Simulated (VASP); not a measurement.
# NaCl in VASP: further runs

NaCl is run at these levels: PBEsol; tasks: single point, relaxation of cell and atoms.

Everything below comes from runs of VASP 6.6.1. Logs are shortened: lines on timing, memory, paths and dates and some standing lists are left out, and cuts for length are marked.

## 1. The cell of the first run

The structure is trigonal, space group R3m (No. 160). The conventional cell has a = 3.961 Å, b = 3.961 Å, c = 9.703 Å, α = 90.00°, β = 90.00°, γ = 120.00°. Na (site symmetry 3m) has 6 Cl at 2.79 to 2.81 Å within 3.7 Å. Cl (site symmetry 3m) has 6 Na at 2.79 to 2.81 Å within 3.7 Å.

## 2. Single point, PBEsol (-0.01, -0.01] A)

File INCAR:

```
SYSTEM = NaCl
PREC = Accurate
ENCUT = 520
EDIFF = 1E-6
ISMEAR = 0
SIGMA = 0.01
LREAL = .False.
LASPH = .True.
NELM = 60
ALGO = Normal
ISIF = 2
LWAVE = .False.
LCHARG = .False.
GGA = PS
NBANDS = 14
```

File KPOINTS:

```
regular mesh
0
Gamma
  8 8 8
  0 0 0
```

File POSCAR:

```
NaCl
1.0
    0.0000000000      2.8009525376      2.8009525376
    2.8009525376      0.0000000000      2.8009525376
    2.8009525376      2.8009525376      0.0000000000
Na Cl
1 1
Direct
   -0.0017851070     -0.0017851070     -0.0017851070
    0.5000000000      0.5000000000      0.5000000000
```

Potentials or basis: VASP PAW PBE potentials, release 64 (Na_pv, Cl).

Run with:

```bash
$ cat potpaw_PBE.64/Na_pv/POTCAR potpaw_PBE.64/Cl/POTCAR > POTCAR
$ mpirun -np 1 vasp_std > vasp.out
```

OUTCAR:

```text
SYSTEM = NaCl
   PREC = Accurate
   ENCUT = 520
   EDIFF = 1E-6
   ISMEAR = 0
   LREAL = .False.
   LASPH = .True.
   NELM = 60
   ISIF = 2
   GGA = PS

 ion  position               nearest neighbor table
   1  0.998  0.998  0.998-
   2  0.500  0.500  0.500-

  LATTYP: Found a face centered cubic cell.
 ALAT       =     5.6019050752

  Lattice vectors:

 A1 = (   0.0000000000,   2.8009525376,   2.8009525376)
 A2 = (   2.8009525376,   0.0000000000,   2.8009525376)
 A3 = (   2.8009525376,   2.8009525376,   0.0000000000)

Analysis of symmetry for initial positions (statically):
=====================================================================
 Subroutine PRICEL returns:
 Original cell was already a primitive cell.

 Routine SETGRP: Setting up the symmetry group for a
 face centered cubic supercell.

 Subroutine GETGRP returns: Found  6 space group operations
 (whereof  6 operations were pure point group operations)
 out of a pool of 48 trial point group operations.

The static configuration has the point symmetry C_3v.

Analysis of symmetry for dynamics (positions and initial velocities):
=====================================================================
 Subroutine PRICEL returns:
 Original cell was already a primitive cell.

 Routine SETGRP: Setting up the symmetry group for a
 face centered cubic supercell.

 Subroutine GETGRP returns: Found  6 space group operations
 (whereof  6 operations were pure point group operations)
 out of a pool of 48 trial point group operations.

The dynamic configuration has the point symmetry C_3v.

 Subroutine INISYM returns: Found  6 space group operations
 (whereof  6 operations are pure point group operations),
 and found     1 'primitive' translations

----------------------------------------------------------------------------------------

                                     Primitive cell

  volume of cell :      43.9488

  direct lattice vectors                    reciprocal lattice vectors
     0.000000000  2.800952538  2.800952538    -0.178510701  0.178510701  0.178510701
     2.800952538  0.000000000  2.800952538     0.178510701 -0.178510701  0.178510701
     2.800952538  2.800952538  0.000000000     0.178510701  0.178510701 -0.178510701

  length of vectors
     3.961145066  3.961145066  3.961145066     0.309189603  0.309189603  0.309189603

  position of ions in fractional coordinates (direct lattice)
     0.998214893  0.998214893  0.998214893
     0.500000000  0.500000000  0.500000000

  ion indices of the primitive-cell ions
   primitive index   ion index
                 1           1
                 2           2

----------------------------------------------------------------------------------------

 KPOINTS: regular mesh

Automatic generation of k-mesh.
 Grid dimensions read from file:
 generate k-points for:    8    8    8

 Generating k-lattice:

  Cartesian coordinates                     Fractional coordinates (reciprocal lattice)
    -0.022313838  0.022313838  0.022313838     0.125000000  0.000000000  0.000000000
     0.022313838 -0.022313838  0.022313838     0.000000000  0.125000000  0.000000000
     0.022313838  0.022313838 -0.022313838     0.000000000  0.000000000  0.125000000

  Length of vectors
     0.038648700  0.038648700  0.038648700

  Shift w.r.t. Gamma in fractional coordinates (k-lattice)
     0.000000000  0.000000000  0.000000000

 Subroutine IBZKPT returns following result:
 ===========================================

 Found     65 irreducible k-points:

 Following reciprocal coordinates:
            Coordinates               Weight
  0.000000  0.000000  0.000000      1.000000
  0.125000  0.000000  0.000000      6.000000
  0.125000  0.125000  0.125000      2.000000
  0.250000  0.000000  0.000000      6.000000
  0.250000  0.250000  0.250000      2.000000
  0.375000  0.000000  0.000000      6.000000
[... 16 lines left out ...]
 -0.250000  0.125000  0.000000     12.000000
  0.125000  0.125000  0.375000      6.000000
 [... further k-points ...]
   k-points           NKPTS =     65   k-points in BZ     NKDIM =     65   number of bands    NBANDS=     14
   number of dos      NEDOS =    301   number of ions     NIONS =      2
   total plane-waves  NPLWV =  27000
   dimension x,y,z NGX =    30 NGY =   30 NGZ =   30
   dimension x,y,z NGXF=    60 NGYF=   60 NGZF=   60
   ions per type =               1   1
   NGX,Y,Z   is equivalent  to a cutoff of  12.59, 12.59, 12.59 a.u.
   NGXF,Y,Z  is equivalent  to a cutoff of  25.18, 25.18, 25.18 a.u.
 SYSTEM =  NaCl
   PREC   = accura    normal or accurate (medium, high low for compatibility)
   ISTART =      0    job   : 0-new  1-cont  2-samecut
   ICHARG =      2    charge: 1-file 2-atom 10-const
   ISPIN  =      1    spin polarized calculation?
   LNONCOLLINEAR =      F non collinear calculations
   LSORBIT =      F    spin-orbit coupling
   LASPH  =      T    aspherical Exc in radial PAW
   ENCUT  =  520.0 eV  38.22 Ry    6.18 a.u.   7.37  7.37  7.37*2*pi/ulx,y,z
   NELM   =     60;   NELMIN=  2; NELMDL= -5     # of ELM steps
   EDIFF  = 0.1E-05   stopping-criterion for ELM
   LREAL  =      F    real-space projection
   EDIFFG = 0.1E-04   stopping-criterion for IOM
   NSW    =      0    number of steps for IOM
   IBRION =     -1    ionic relax: 0-MD 1-quasi-New 2-CG
   NFREE  =      0    steps in history (QN), initial steepest desc. (CG)
   ISIF   =      2    stress and relaxation
   ISYM   =      2    0-nonsym 1-usesym 2-fastsym
   POTIM  = 0.5000    time-step for ionic-motion
   TEBEG  =    0.0;   TEEND  =   0.0 temperature during run
   PSTRESS=    0.0 pullay stress
   NELECT =      14.0000    total number of electrons
   NUPDOWN=      -1.0000    fix difference up-down
   EMIN   =  10.00;   EMAX   =-10.00  energy-range for DOS
   EFERMI =   0.00;   METHOD = LEGACY
   ISMEAR =     0;   SIGMA  =   0.01  broadening in eV -4-tet -1-fermi 0-gaus
   EFERMI_NEDOS =   21; number of points for ismear=-14 and -15
   IALGO  =     38    algorithm
   IMIX   =      4    mixing-type and parameters
     AMIX     =   0.40;   BMIX     =  1.00
     AMIX_MAG =   1.60;   BMIX_MAG =  1.00
  volume/ion in A,a.u.               =      21.97       148.29
  Fermi-wavevector in a.u.,A,eV,Ry     =   1.118069  2.112843 17.008334  1.250077
  Thomas-Fermi vector in A             =   2.254697
   LORBIT       =      0    0 simple, 1 ext, 2 COOP (PROOUT), +10 PAW based schemes
   GGA     = PS    functional components
   LHFCALC =     F    Hartree Fock is set to
   AEXX    =    0.0000 exact exchange contribution
   IVDW    =     0    specifies the selected vdW correction
   LEPSILON=     F    determine dielectric tensor
   LRPA    =     F    only Hartree local field effects (RPA)
 non-spin polarized calculation
 Gauss-broadening in eV      SIGMA  =   0.01
  energy-cutoff  :      520.00
  volume of cell :       43.95
 maximum number of plane-waves:      1243
 NGX is ok and might be reduce to    30
   NGX = 15   NGY = 15   NGZ = 15

 number of electron      14.0000003 magnetization

 Free energy of the ion-electron system (eV)
  ---------------------------------------------------
  ext. energy  EPLUGINS =         0.00000000
  ---------------------------------------------------
  free energy    TOTEN  =        -6.99806317 eV

  energy without entropy =       -6.99806317  energy(sigma->0) =       -6.99806317

 E-fermi :  -0.5598     XC(G=0):  -8.4234

 val. band max:       -0.6664955775   @ k =   0.0000   0.0000   0.0000
 cond. band min:       4.3403313641   @ k =   0.0000   0.0000   0.0000
 fundamental gap:      5.0068269416
 Fermi energy:        -0.5597654028

 k-point     1 :       0.0000    0.0000    0.0000
  band No.  band energies     occupation
      1     -21.2801      2.00000
      2     -21.2801      2.00000
      3     -21.2801      2.00000
      4     -13.3580      2.00000
      5      -0.6666      2.00000
      6      -0.6666      2.00000
      7      -0.6665      2.00000
      8       4.3403      0.00000
      9      10.3503      0.00000
     10      10.3503      0.00000
     11      10.3508      0.00000
     12      12.5982      0.00000
     13      12.5982      0.00000
     14      14.0042      0.00000

 k-point     2 :       0.1250    0.0000    0.0000
  band No.  band energies     occupation
      1     -21.2851      2.00000
      2     -21.2805      2.00000
      3     -21.2804      2.00000
      4     -13.3069      2.00000
      5      -1.0601      2.00000
      6      -0.7101      2.00000
      7      -0.7099      2.00000
      8       4.8531      0.00000
      9       9.7847      0.00000
     10      10.5495      0.00000
     11      10.5498      0.00000
     12      12.3329      0.00000
     13      12.3331      0.00000
     14      14.9841      0.00000

 k-point     3 :       0.1250    0.1250    0.1250
  band No.  band energies     occupation
      1     -21.2851      2.00000
      2     -21.2804      2.00000
      3     -21.2804      2.00000
      4     -13.3069      2.00000
      5      -1.0600      2.00000
      6      -0.7101      2.00000
      7      -0.7101      2.00000
      8       4.8532      0.00000
      9       9.7850      0.00000
     10      10.5495      0.00000
     11      10.5495      0.00000
     12      12.3329      0.00000
     13      12.3329      0.00000
     14      14.9844      0.00000

 k-point     4 :       0.2500    0.0000    0.0000
  band No.  band energies     occupation
      1     -21.2971      2.00000
      2     -21.2813      2.00000
      3     -21.2813      2.00000
      4     -13.1798      2.00000
      5      -1.8300      2.00000
      6      -0.8114      2.00000
      7      -0.8113      2.00000
      8       5.8311      0.00000
      9       9.2369      0.00000
     10      10.6590      0.00000
     11      10.6593      0.00000
     12      12.5418      0.00000
     13      12.5421      0.00000
     14      14.9583      0.00000

 k-point     5 :       0.2500    0.2500    0.2500
  band No.  band energies     occupation
      1     -21.2971      2.00000
      2     -21.2813      2.00000
      3     -21.2813      2.00000
      4     -13.1798      2.00000
      5      -1.8299      2.00000
      6      -0.8115      2.00000
      7      -0.8115      2.00000
      8       5.8312      0.00000
      9       9.2371      0.00000
     10      10.6590      0.00000
     11      10.6590      0.00000
[... 276 lines left out ...]
 k-point    22 :      -0.3750    0.5000   -0.3750
  band No.  band energies     occupation
      1     -21.3095      2.00000
      2     -21.2855      2.00000
      3     -21.2825      2.00000
      4     -13.0007      2.00000
      5      -2.5055      2.00000
      6      -1.1757      2.00000
      7      -0.9483      2.00000
      8       6.8427      0.00000
      9       9.5230      0.00000
     10       9.7657      0.00000
     11      10.5663      0.00000
     12      13.7228      0.00000
     13      15.3048      0.00000
     14      15.4496      0.00000

 k-point    23 :      -0.2500    0.1250    0.0000
  band No.  band energies     occupation
      1     -21.3011      2.00000
      2     -21.2849      2.00000
      3     -21.2812      2.00000
      4     -13.1055      2.00000
      5      -2.0661      2.00000
      6      -1.0847      2.00000
      7      -0.8410      2.00000
      8       6.4731      0.00000
      9       9.0109      0.00000
     10      10.1556      0.00000
     11      10.8501      0.00000
     12      12.1010      0.00000
     13      13.9713      0.00000
     14      15.7933      0.00000

 k-point    24 :       0.1250    0.1250    0.3750
  band No.  band energies     occupation
      1     -21.3011      2.00000
      2     -21.2849      2.00000
      3     -21.2812      2.00000
      4     -13.1055      2.00000
      5      -2.0661      2.00000
      6      -1.0846      2.00000
      7      -0.8411      2.00000
      8       6.4732      0.00000
      9       9.0110      0.00000
     10      10.1562      0.00000
     11      10.8496      0.00000
     12      12.1007      0.00000
     13      13.9713      0.00000
     14      15.7933      0.00000

 [... further k-points ...]

------------------------ aborting loop because EDIFF is reached ----------------------------------------

  FORCE on cell =-STRESS in cart. coord.  units (eV):
  Direction    XX          YY          ZZ          XY          YZ          ZX
  --------------------------------------------------------------------------------------
  -------------------------------------------------------------------------------------
  Total        0.0074401      0.0074401      0.0074401     -0.0001193     -0.0001193     -0.0001193
  in kB        0.2712328      0.2712328      0.2712328     -0.0043504     -0.0043504     -0.0043504
  external PRESSURE =       0.2712328 kB  Pullay stress =       0.0000000 kB

 VOLUME and BASIS-vectors are now :
 -----------------------------------------------------------------------------
  energy-cutoff  :      520.00
  volume of cell :       43.95
      direct lattice vectors                 reciprocal lattice vectors
     0.000000000  2.800952538  2.800952538    -0.178510701  0.178510701  0.178510701
     2.800952538  0.000000000  2.800952538     0.178510701 -0.178510701  0.178510701
     2.800952538  2.800952538  0.000000000     0.178510701  0.178510701 -0.178510701

 POSITION                                       TOTAL-FORCE (eV/Angst)
 -----------------------------------------------------------------------------------
      5.59191      5.59191      5.59191         0.014479      0.014479      0.014479
      2.80095      2.80095      2.80095        -0.014479     -0.014479     -0.014479
 -----------------------------------------------------------------------------------
    total drift:                                0.000049      0.000049      0.000050

  FREE ENERGIE OF THE ION-ELECTRON SYSTEM (eV)
  ---------------------------------------------------
  free  energy   TOTEN  =        -6.9980631671 eV

  energy  without entropy=       -6.9980631671  energy(sigma->0) =       -6.99806317
```

Wall time 28 s (1 thread of Intel Xeon Platinum 8488C (Sapphire Rapids), shared host); peak memory 0.18 GiB.

Results:

| Property | Result |
| --- | --- |
| Free energy | -6.9981 eV |
| Pressure | 0.0 GPa |
| Largest force | 0.025 eV/Å |
| Band gap on the k mesh | 5.01 eV |

Forces in eV/Å, atoms in the order of the input:
```
Na   0.014  0.014  0.014
Cl  -0.014 -0.014 -0.014
```

Caveat: the cell differs from its parent crystal (-0.01, -0.01] A); the PAW data sets were made with another functional, which shifts forces and pressure a little.

(Part 1 of 2 ends here.)
